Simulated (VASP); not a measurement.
# Ba2CuSO2 (P4/mmm) in VASP: a series of runs

The runs below take Ba2CuSO2 through single point, with PBEsol+D3(BJ).

Program: VASP 6.6.1. These are calculated values, not measurements. Logs are shortened: lines on timing, memory, paths and dates and some standing lists are left out, and cuts for length are marked.

### Step 1. The cell of the first run

It takes space group P4/mmm (No. 123, tetragonal). Conventional cell: a = 4.048 Å, b = 4.048 Å, c = 7.497 Å, α = 90.00°, β = 90.00°, γ = 90.00°. Ba (site symmetry 4mm) has 4 O at 2.80 Å and 4 S at 3.39 Å and 4 Cu at 3.45 Å and 1 Ba at 3.64 Å within 3.7 Å. Cu (site symmetry 4/mmm) has 4 O at 2.02 Å within 2.7 Å. S (site symmetry 4/mmm) has 8 Ba at 3.39 Å and 2 Cu at 3.75 Å and 4 S at 4.05 Å and 8 O at 4.26 Å within 4.5 Å. O (site symmetry mmm) has 2 Cu at 2.02 Å and 4 Ba at 2.80 Å and 4 O at 2.86 Å within 2.9 Å.

### Step 2. Single point, PBEsol+D3(BJ)

File INCAR:

```
SYSTEM = Ba2CuSO2
PREC = Accurate ; ENCUT = 520
EDIFF = 1E-7 ; ISMEAR = -1
SIGMA = 0.1 ; LREAL = .FALSE.
LASPH = .TRUE. ; NELM = 60
ALGO = Normal ; ISIF = 2
LWAVE = .FALSE. ; LCHARG = .TRUE.
GGA = PS ; IVDW = 12
LELF = .TRUE. ; LVHAR = .TRUE.
NBANDS = 34
```

File KPOINTS:

```
regular mesh
0
G
  6 6 3
  0 0 0
```

File POSCAR:

```
Ba2CuSO2
1.0
    4.0477481080      0.0000000000      0.0000000000
    0.0000000000      4.0477481080      0.0000000000
    0.0000000000      0.0000000000      7.4974677331
Ba Cu S O
2 1 1 2
Direct
    0.5000000000      0.5000000000      0.7574590000
    0.5000000000      0.5000000000      0.2425410000
    0.0000000000      0.0000000000      0.5000000000
    0.0000000000      0.0000000000      0.0000000000
    0.0000000000      0.5000000000      0.5000000000
    0.5000000000      0.0000000000      0.5000000000
```

Potentials or basis: VASP PAW PBE potentials, release 64 (Ba_sv, Cu, S, O).

Command:

```console
$ cat potpaw_PBE.64/Ba_sv/POTCAR potpaw_PBE.64/Cu/POTCAR potpaw_PBE.64/S/POTCAR potpaw_PBE.64/O/POTCAR > POTCAR
$ mpirun -np 1 vasp_std > vasp.out
```

OUTCAR:

```text
SYSTEM = Ba2CuSO2
   PREC = Accurate
   ENCUT = 520
   EDIFF = 1E-7
   ISMEAR = -1
   LREAL = .FALSE.
   LASPH = .TRUE.
   NELM = 60
   ISIF = 2
   GGA = PS
   IVDW = 12
 IVDW          = 12

 ion  position               nearest neighbor table
   1  0.500  0.500  0.757-   5 2.80   6 2.80   6 2.80   5 2.80   4 3.39   4 3.39   4 3.39   4 3.39
                             3 3.45   3 3.45   3 3.45   3 3.45   2 3.64   2 3.86
   2  0.500  0.500  0.243-   5 2.80   6 2.80   6 2.80   5 2.80   4 3.39   4 3.39   4 3.39   4 3.39
                             3 3.45   3 3.45   3 3.45   3 3.45   1 3.64   1 3.86
   3  0.000  0.000  0.500-   5 2.02   6 2.02   5 2.02   6 2.02   1 3.45   2 3.45   1 3.45   1 3.45
                             2 3.45   2 3.45   1 3.45   2 3.45
   4  0.000  0.000  0.000-   1 3.39   2 3.39   1 3.39   2 3.39   1 3.39   2 3.39   1 3.39   2 3.39

   5  0.000  0.500  0.500-   3 2.02   3 2.02   1 2.80   2 2.80   1 2.80   2 2.80
   6  0.500  0.000  0.500-   3 2.02   3 2.02   1 2.80   1 2.80   2 2.80   2 2.80

  LATTYP: Found a simple tetragonal cell.
 ALAT       =     4.0477481080
 C/A-ratio  =     1.8522564975

  Lattice vectors:

 A1 = (   4.0477481080,   0.0000000000,   0.0000000000)
 A2 = (   0.0000000000,   4.0477481080,   0.0000000000)
 A3 = (   0.0000000000,   0.0000000000,   7.4974677331)

Analysis of symmetry for initial positions (statically):
=====================================================================
 Subroutine PRICEL returns:
 Original cell was already a primitive cell.

 Routine SETGRP: Setting up the symmetry group for a
 simple tetragonal supercell.

 Subroutine GETGRP returns: Found 16 space group operations
 (whereof 16 operations were pure point group operations)
 out of a pool of 16 trial point group operations.

The static configuration has the point symmetry D_4h.

Analysis of symmetry for dynamics (positions and initial velocities):
=====================================================================
 Subroutine PRICEL returns:
 Original cell was already a primitive cell.

 Routine SETGRP: Setting up the symmetry group for a
 simple tetragonal supercell.

 Subroutine GETGRP returns: Found 16 space group operations
 (whereof 16 operations were pure point group operations)
 out of a pool of 16 trial point group operations.

The dynamic configuration has the point symmetry D_4h.

 Subroutine INISYM returns: Found 16 space group operations
 (whereof 16 operations are pure point group operations),
 and found     1 'primitive' translations

----------------------------------------------------------------------------------------

                                     Primitive cell

  volume of cell :     122.8405

  direct lattice vectors                    reciprocal lattice vectors
     4.047748108  0.000000000  0.000000000     0.247050946  0.000000000  0.000000000
     0.000000000  4.047748108  0.000000000     0.000000000  0.247050946  0.000000000
     0.000000000  0.000000000  7.497467733     0.000000000  0.000000000  0.133378367

  length of vectors
     4.047748108  4.047748108  7.497467733     0.247050946  0.247050946  0.133378367

  position of ions in fractional coordinates (direct lattice)
     0.500000000  0.500000000  0.757459000
     0.500000000  0.500000000  0.242541000
     0.000000000  0.000000000  0.500000000
     0.000000000  0.000000000  0.000000000
     0.000000000  0.500000000  0.500000000
     0.500000000  0.000000000  0.500000000

  ion indices of the primitive-cell ions
   primitive index   ion index
                 1           1
                 2           2
                 3           3
                 4           4
                 5           5
                 6           6

----------------------------------------------------------------------------------------

 KPOINTS: regular mesh

Automatic generation of k-mesh.
 Grid dimensions read from file:
 generate k-points for:    6    6    3

 Generating k-lattice:

  Cartesian coordinates                     Fractional coordinates (reciprocal lattice)
     0.041175158  0.000000000  0.000000000     0.166666667  0.000000000  0.000000000
     0.000000000  0.041175158  0.000000000     0.000000000  0.166666667  0.000000000
     0.000000000  0.000000000  0.044459456     0.000000000  0.000000000  0.333333333

  Length of vectors
     0.041175158  0.041175158  0.044459456

  Shift w.r.t. Gamma in fractional coordinates (k-lattice)
     0.000000000  0.000000000  0.000000000

 Subroutine IBZKPT returns following result:
 ===========================================

 Found     20 irreducible k-points:

 Following reciprocal coordinates:
            Coordinates               Weight
  0.000000  0.000000  0.000000      1.000000
  0.166667  0.000000  0.000000      4.000000
  0.333333  0.000000  0.000000      4.000000
  0.500000  0.000000  0.000000      2.000000
  0.166667  0.166667  0.000000      4.000000
  0.333333  0.166667  0.000000      8.000000
[... 56 lines left out ...]
   NGX = 15   NGY = 15   NGZ = 27

 number of electron      48.9999981 magnetization

 Free energy of the ion-electron system (eV)
  ---------------------------------------------------
  ext. energy  EPLUGINS =         0.00000000
  ---------------------------------------------------
  free energy    TOTEN  =       -34.06402186 eV

  energy without entropy =      -34.00904379  energy(sigma->0) =      -34.03653283

 E-fermi :   2.6058     XC(G=0):  -9.9978

 val. band max:        2.3830099271   @ k =   0.0000   0.0000   0.0000
 cond. band min:       2.6564186286   @ k =   0.3333   0.1667   0.0000
 fundamental gap:      0.2734087015
 Fermi energy:         2.6058156302

 k-point     1 :       0.0000    0.0000    0.0000
  band No.  band energies     occupation
      1     -23.8134      2.00000
      2     -23.6697      2.00000
      3     -14.8053      2.00000
      4     -13.7139      2.00000
      5      -9.4635      2.00000
      6      -8.8325      2.00000
[... 26 lines left out ...]
     33       9.7680      0.00000
     34       9.7864      0.00000

 k-point     2 :       0.1667    0.0000    0.0000
  band No.  band energies     occupation
      1     -23.7976      2.00000
      2     -23.6574      2.00000
      3     -14.7329      2.00000
      4     -13.7839      2.00000
      5      -9.5713      2.00000
      6      -8.8296      2.00000
[... 26 lines left out ...]
     33       8.8943      0.00000
     34       9.9115      0.00000

 k-point     3 :       0.3333    0.0000    0.0000
  band No.  band energies     occupation
      1     -23.7657      2.00000
      2     -23.6324      2.00000
      3     -14.5454      2.00000
      4     -13.9721      2.00000
      5      -9.6221      2.00000
      6      -9.1749      2.00000
[... 26 lines left out ...]
     33       8.6580      0.00000
     34       9.4708      0.00000

 k-point     4 :       0.5000    0.0000    0.0000
  band No.  band energies     occupation
      1     -23.7496      2.00000
      2     -23.6199      2.00000
      3     -14.3738      2.00000
      4     -14.1466      2.00000
      5      -9.5208      2.00000
      6      -9.3393      2.00000
[... 26 lines left out ...]
     33       8.4109      0.00000
     34       9.0352      0.00000

 k-point     5 :       0.1667    0.1667    0.0000
  band No.  band energies     occupation
      1     -23.7821      2.00000
      2     -23.6451      2.00000
      3     -14.6649      2.00000
      4     -13.8404      2.00000
      5      -9.6338      2.00000
      6      -8.8670      2.00000
[... 473 lines left out ...]
 k-point    18 :       0.3333    0.3333    0.3333
  band No.  band energies     occupation
      1     -23.6927      2.00000
      2     -23.6252      2.00000
      3     -14.3517      2.00000
      4     -14.0748      2.00000
      5      -9.4457      2.00000
      6      -9.2537      2.00000
[... 26 lines left out ...]
     33       9.1856      0.00000
     34       9.5202      0.00000

 k-point    19 :       0.5000    0.3333    0.3333
  band No.  band energies     occupation
      1     -23.6785      2.00000
      2     -23.6117      2.00000
      3     -14.2329      2.00000
      4     -14.1697      2.00000
      5      -9.4559      2.00000
      6      -9.3050      2.00000
[... 26 lines left out ...]
     33       9.8753      0.00000
     34      10.0959      0.00000

 k-point    20 :       0.5000    0.5000    0.3333
  band No.  band energies     occupation
      1     -23.6646      2.00000
      2     -23.5984      2.00000
      3     -14.1844      2.00000
      4     -14.1844      2.00000
      5      -9.3381      2.00000
      6      -9.3381      2.00000
[... 26 lines left out ...]
     33      10.7003      0.00000
     34      11.0602      0.00000

------------------------ aborting loop because EDIFF is reached ----------------------------------------

 Edisp (eV)   -1.60800

 E8    (eV) :    -1.1375

  FORCE on cell =-STRESS in cart. coord.  units (eV):
  Direction    XX          YY          ZZ          XY          YZ          ZX
  --------------------------------------------------------------------------------------
  -------------------------------------------------------------------------------------
  Total      -6.10858    -6.10858    -5.41958     0.00000    -0.00000    -0.00000
  in kB     -79.67268   -79.67268   -70.68626     0.00000    -0.00000    -0.00000
  external pressure =      -76.68 kB  Pullay stress =        0.00 kB

 VOLUME and BASIS-vectors are now :
 -----------------------------------------------------------------------------
  energy-cutoff  :      520.00
  volume of cell :      122.84
      direct lattice vectors                 reciprocal lattice vectors
     4.047748108  0.000000000  0.000000000     0.247050946  0.000000000  0.000000000
     0.000000000  4.047748108  0.000000000     0.000000000  0.247050946  0.000000000
     0.000000000  0.000000000  7.497467733     0.000000000  0.000000000  0.133378367

 POSITION                                       TOTAL-FORCE (eV/Angst)
 -----------------------------------------------------------------------------------
      2.02387      2.02387      5.67902         0.000000      0.000000     -0.546286
      2.02387      2.02387      1.81844        -0.000000     -0.000000      0.546286
      0.00000      0.00000      3.74873        -0.000000     -0.000000      0.000000
      0.00000      0.00000      0.00000        -0.000000     -0.000000      0.000000
      0.00000      2.02387      3.74873        -0.000000     -0.000000      0.000000
      2.02387      0.00000      3.74873        -0.000000     -0.000000      0.000000
 -----------------------------------------------------------------------------------
    total drift:                                0.000000      0.000000      0.000000

  FREE ENERGIE OF THE ION-ELECTRON SYSTEM (eV)
  ---------------------------------------------------
  free  energy   TOTEN  =       -35.6720185044 eV

  energy  without entropy=      -35.6170404316  energy(sigma->0) =      -35.64452947
```

It took 2.5 min on 1 thread of Intel Xeon Platinum 8259CL at 2.50GHz (Skylake/Cascade Lake), shared host; peak memory 0.27 GiB.

Results:

- Free energy: -35.6720 eV
- Pressure: -7.7 GPa
- Largest force: 0.546 eV/Å
- Band gap on the k mesh: zero (an odd number of electrons rules out a gap without spin polarisation)
- Dispersion energy per atom: -0.268 eV

Forces in eV/Å, atoms in the order of the input:
```
Ba   0.000  0.000 -0.546
Ba   0.000  0.000  0.546
Cu   0.000  0.000  0.000
S    0.000  0.000  0.000
O    0.000  0.000  0.000
O    0.000  0.000  0.000
```

Caveat: the cell stands under tension; the PAW data sets were made with another functional, which shifts forces and pressure a little; spin-orbit coupling is left out, which moves the levels of the heavy elements; an odd number of electrons without spin polarisation forces a metal; a magnetic or distorted state may lie lower; semilocal functionals often make such compounds metallic where correlation or magnetic order opens a gap, which also shifts bond lengths.

### Step 3. Single point, PBEsol+D3(BJ)

This run uses another cell than the first one, of 21.26 Å³/atom.

File INCAR:

```
SYSTEM = Ba2CuSO2
  ALGO = Normal
  EDIFF = 1E-6
  ENCUT = 520
  GGA = PS
  ISIF = 2
  ISMEAR = -1
  IVDW = 12
  LASPH = .TRUE.
  LCHARG = .FALSE.
  LREAL = .FALSE.
  LWAVE = .FALSE.
  NBANDS = 34
  NELM = 80
  PREC = Accurate
  SIGMA = 0.1
```

File KPOINTS:

```
k-points
0
G
  6 6 3
  0 0 0
```

Edit POSCAR of step 2 so:

```diff
@@ -2,5 +2,5 @@
 1.0
-    4.0477481080      0.0000000000      0.0000000000
-    0.0000000000      4.0477481080      0.0000000000
-    0.0000000000      0.0000000000      7.4974677331
+    4.0989908657      0.0000000000      0.0000000000
+    0.0000000000      4.0989908657      0.0000000000
+    0.0000000000      0.0000000000      7.5923824640
 Ba Cu S O
```

Potentials or basis: VASP PAW PBE potentials, release 64 (Ba_sv, Cu, S, O).

Command:

```console
$ cat potpaw_PBE.64/Ba_sv/POTCAR potpaw_PBE.64/Cu/POTCAR potpaw_PBE.64/S/POTCAR potpaw_PBE.64/O/POTCAR > POTCAR
$ mpirun -np 1 vasp_std > vasp.out
```

It took 2.3 min on 1 thread of Intel Xeon Platinum 8259CL at 2.50GHz (Skylake/Cascade Lake), shared host; peak memory 0.28 GiB.

Results (log left out):

```
Free energy                : -35.4203 eV
Pressure                   : -9.5 GPa
Largest force              : 0.727 eV/Å
Band gap on the k mesh     : zero (an odd number of electrons rules out a gap without spin polarisation)
Dispersion energy per atom : -0.258 eV
```

Forces on the atoms (eV/Å):
```
Ba   0.000  0.000 -0.727
Ba   0.000  0.000  0.727
Cu   0.000  0.000  0.000
S    0.000  0.000  0.000
O    0.000  0.000  0.000
O    0.000  0.000  0.000
```

Stress tensor (GPa, compression positive):
```
-9.91  0.00  0.00
 0.00 -9.91  0.00
 0.00  0.00 -8.57
```

Levels at points of the mesh, in eV from the Fermi level:
| k point | band 20 | band 21 | band 22 | band 23 | band 24 | band 25 | band 26 | band 27 | band 28 | band 29 |
| --- | --- | --- | --- | --- | --- | --- | --- | --- | --- | --- |
| (0.00, 0.00, 0.00) | -1.75 | -1.22 | -1.22 | -0.87 | -0.21 | -0.21 | 1.56 | 2.64 | 3.22 | 4.67 |
| (0.50, 0.00, 0.00) | -1.42 | -0.84 | -0.78 | -0.74 | -0.74 | -0.41 | 3.47 | 4.00 | 4.09 | 4.89 |
| (0.50, 0.50, 0.00) | -1.60 | -0.87 | -0.67 | -0.67 | -0.48 | 1.70 | 3.90 | 3.97 | 4.30 | 5.94 |

Caveat: the cell stands under tension; the PAW data sets were made with another functional, which shifts forces and pressure a little; spin-orbit coupling is left out, which moves the levels of the heavy elements; an odd number of electrons without spin polarisation forces a metal; a magnetic or distorted state may lie lower; semilocal functionals often make such compounds metallic where correlation or magnetic order opens a gap, which also shifts bond lengths. With open d or f shells a metallic result of PBEsol can be an artefact of self-interaction; +U or a hybrid may open a gap.

### Step 4. Single point, PBEsol+D3(BJ)

This run uses another cell than the first one, of 22.05 Å³/atom.

File INCAR:

```
SYSTEM = Ba2CuSO2
PREC = Accurate
ENCUT = 520
EDIFF = 1E-6
ISMEAR = -1
SIGMA = 0.1
LREAL = .FALSE.
LASPH = .TRUE.
NELM = 60
ALGO = Normal
ISIF = 2
LWAVE = .FALSE.
LCHARG = .FALSE.
GGA = PS
IVDW = 12
NBANDS = 34
```

File KPOINTS:

```
Automatic mesh
0
G
  6 6 3
  0 0 0
```

Edit POSCAR of step 3 so:

```diff
@@ -2,5 +2,5 @@
 1.0
-    4.0989908657      0.0000000000      0.0000000000
-    0.0000000000      4.0989908657      0.0000000000
-    0.0000000000      0.0000000000      7.5923824640
+    4.1489834862      0.0000000000      0.0000000000
+    0.0000000000      4.1489834862      0.0000000000
+    0.0000000000      0.0000000000      7.6849816201
 Ba Cu S O
```

Command:

```console
$ cat potpaw_PBE.64/Ba_sv/POTCAR potpaw_PBE.64/Cu/POTCAR potpaw_PBE.64/S/POTCAR potpaw_PBE.64/O/POTCAR > POTCAR
$ mpirun -np 1 vasp_std > vasp.out
```

Run time: 2.7 min. Hardware: 1 thread of Intel Xeon Platinum 8259CL at 2.50GHz (Skylake/Cascade Lake), shared host; peak memory 0.3 GiB.

It converged, with:

- Free energy: -35.1212 eV
- Pressure: -10.9 GPa
- Largest force: 0.881 eV/Å
- Band gap on the k mesh: zero (an odd number of electrons rules out a gap without spin polarisation)
- Dispersion energy per atom: -0.248 eV

Forces on the atoms (eV/Å):
```
Ba   0.000  0.000 -0.881
Ba   0.000  0.000  0.881
Cu   0.000  0.000  0.000
S    0.000  0.000  0.000
O    0.000  0.000  0.000
O    0.000  0.000  0.000
```

Stress tensor (GPa, compression positive):
```
-11.45   0.00   0.00
  0.00 -11.45   0.00
  0.00   0.00  -9.75
```

Levels at points of the mesh, in eV from the Fermi level:
```
           k point  band 21  band 22  band 23  band 24  band 25  band 26  band 27  band 28
(0.00, 0.00, 0.00)    -1.13    -1.13    -0.83    -0.21    -0.21     1.54     2.67     3.09
(0.50, 0.00, 0.00)    -0.81    -0.74    -0.73    -0.69    -0.38     3.45     3.94     4.04
(0.50, 0.50, 0.00)    -0.83    -0.62    -0.62    -0.41     1.63     3.86     3.91     4.18
```

Caveat: the cell stands under tension; the PAW data sets were made with another functional, which shifts forces and pressure a little; spin-orbit coupling is left out, which moves the levels of the heavy elements; an odd number of electrons without spin polarisation forces a metal; a magnetic or distorted state may lie lower; semilocal functionals often make such compounds metallic where correlation or magnetic order opens a gap, which also shifts bond lengths. With open d or f shells a metallic result of PBEsol can be an artefact of self-interaction; +U or a hybrid may open a gap.

### Step 5. Overview

```csv
cell,gap on the mesh (eV),pressure (GPa),largest force (eV/Å)
"a = 4.048, b = 4.048, c = 7.497 Å, 6 atoms",none,-7.7,0.55
"a = 4.099, b = 4.099, c = 7.592 Å, 6 atoms",none,-9.5,0.73
"a = 4.149, b = 4.149, c = 7.685 Å, 6 atoms",none,-10.9,0.88
```

Alike in all rows: task single point; level PBEsol+D3(BJ); potentials or basis VASP PAW PBE potentials, release 64 (Ba_sv, Cu, S, O); no spin polarisation; k mesh 6 × 6 × 3; cutoff (eV) 520; smearing fermi-dirac 0.1 eV.

Caveats: the cell stands under tension; the PAW data sets were made with another functional, which shifts forces and pressure a little; spin-orbit coupling is left out, which moves the levels of the heavy elements; an odd number of electrons without spin polarisation forces a metal; a magnetic or distorted state may lie lower; semilocal functionals often make such compounds metallic where correlation or magnetic order opens a gap, which also shifts bond lengths.

Total energies depend on the potentials used, so only differences within one code and one set of settings carry meaning.
